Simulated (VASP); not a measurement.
A run of VASP 6.6.1:

Contents of INCAR:

```
ALGO = Normal
EDIFF = 1E-6
EDIFFG = -0.002
ENCUT = 520
GGA = PS
IBRION = 2
ISIF = 2
ISMEAR = 0
LASPH = True
LCHARG = False
LREAL = False
LWAVE = False
NELM = 60
NSW = 60
PREC = Accurate
SIGMA = 0.02
```

File KPOINTS:

```
k-points
0
Gamma
  9 9 6
```

File POSCAR:

```
BN
1.0
    2.5423269624      0.0000000000      0.0000000000
   -1.2711634812      2.2017197341      0.0000000000
    0.0000000000      0.0000000000      4.1606277799
B N
2 2
Direct
    0.3333333333      0.6666666667     -0.0000934330
    0.6666666667      0.3333333333      0.4999065670
    0.3333333333      0.6666666667      0.3740934330
    0.6666666667      0.3333333333      0.8740934330
```

Potentials or basis: VASP PAW PBE potentials, release 64 (B, N).

Command:

```console
$ cat potpaw_PBE.64/B/POTCAR potpaw_PBE.64/N/POTCAR > POTCAR
$ mpirun -np 1 vasp_std > vasp.out
```

Hardware: 1 thread of Intel(R) Xeon(R) 6975P-C (Granite Rapids), on a shared host.

**Question.** How long does it take, and how much memory?

**Answer.** It took 9.6 s on 1 thread of Intel(R) Xeon(R) 6975P-C (Granite Rapids), with other jobs on the host, peak memory 0.13 GiB. Counts: scf iterations 21, k points 48, ion steps 3.
